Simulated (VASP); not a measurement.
A run of VASP 6.6.1 is set up as follows.

File INCAR:

```
PREC = Accurate
ENCUT = 520
EDIFF = 1E-6
ISMEAR = 0
SIGMA = 0.15
LREAL = F
LASPH = T
NELM = 100
ALGO = Normal
ISIF = 2
LWAVE = F
LCHARG = T
GGA = PE
IVDW = 12
LELF = T
LVHAR = T
NBANDS = 13
```

The input KPOINTS:

```
Automatic mesh
0
Gamma
  14 14 14
```

POSCAR

```
O
1.0
    0.0000000000      1.7007220374      4.0792735047
    1.6890173498      0.0000000000      4.0792735047
    1.6890173498      1.7007220374      0.0000000000
O
2
Direct
    0.0743610206      0.0743454171      0.9256556442
    0.9256389794      0.9256545829      0.0743443558
```

Potentials or basis: VASP PAW PBE potentials, release 64 (O).

Command:

```console
$ cat potpaw_PBE.64/O/POTCAR > POTCAR
$ mpirun -np 1 vasp_std > vasp.out
```

**Question.** Estimate the dispersion energy per atom.

**Answer.** -0.070 eV.

**Question.** Estimate the largest force.

**Answer.** 1.234 eV/Å.

Stress tensor (GPa, compression positive):
```
-0.18  0.00  0.00
 0.00 -0.27  0.00
 0.00  0.00  9.80
```

Caveat: the cell differs from its parent crystal (all atoms moved at random, sigma 0.25 Å a component, then relaxed in part); the standard files for N, O and F lose accuracy on very short bonds; spin is off for a triplet molecule; pairwise dispersion overbinds metals, which lowers pressure and volume; forces of over 1 eV/Å act on the atoms, so gaps and moduli don't describe the material at rest.
